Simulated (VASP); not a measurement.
Here is a VASP 6.6.1 calculation.

The input INCAR:

```
SYSTEM = Ni3Hg
ALGO = Normal
EDIFF = 1E-7
ENCUT = 520
GGA = PS
ISIF = 2
ISMEAR = -1
ISPIN = 2
LASPH = .True.
LCHARG = .True.
LELF = .True.
LMAXMIX = 4
LORBIT = 11
LREAL = .False.
LVHAR = .True.
LWAVE = .False.
MAGMOM = 1.5 1.5 1.5 0
NBANDS = 33
NELM = 150
PREC = Accurate
SIGMA = 0.1
```

File KPOINTS:

```
k-points
0
Gamma
  6 6 6
  0 0 0
```

POSCAR

```
Ni3Hg
1.0
    3.7113225449      0.0000000000      0.0000000000
    0.0000000000      3.7113225449      0.0000000000
    0.0000000000      0.0000000000      3.7113225449
Ni Hg
3 1
Direct
    0.0000000000      0.5000000000      0.5000000000
    0.5000000000      0.0000000000      0.5000000000
    0.5000000000      0.5000000000      0.0000000000
    0.0000000000      0.0000000000      0.0000000000
```

Potentials or basis: VASP PAW PBE potentials, release 64 (Ni, Hg).

Run with:

```console
$ cat potpaw_PBE.64/Ni/POTCAR potpaw_PBE.64/Hg/POTCAR > POTCAR
$ mpirun -np 1 vasp_std > vasp.out
```

Question: Predict the pressure.

Answer: -1.9 GPa.

Question: Predict the net moment.

Answer: 1.02 μB per cell.

Question: Estimate the site moments.

Answer: Ni +0.35; Hg -0.01 μB.

Caveat: the PAW data sets were made with another functional, which shifts forces and pressure a little.
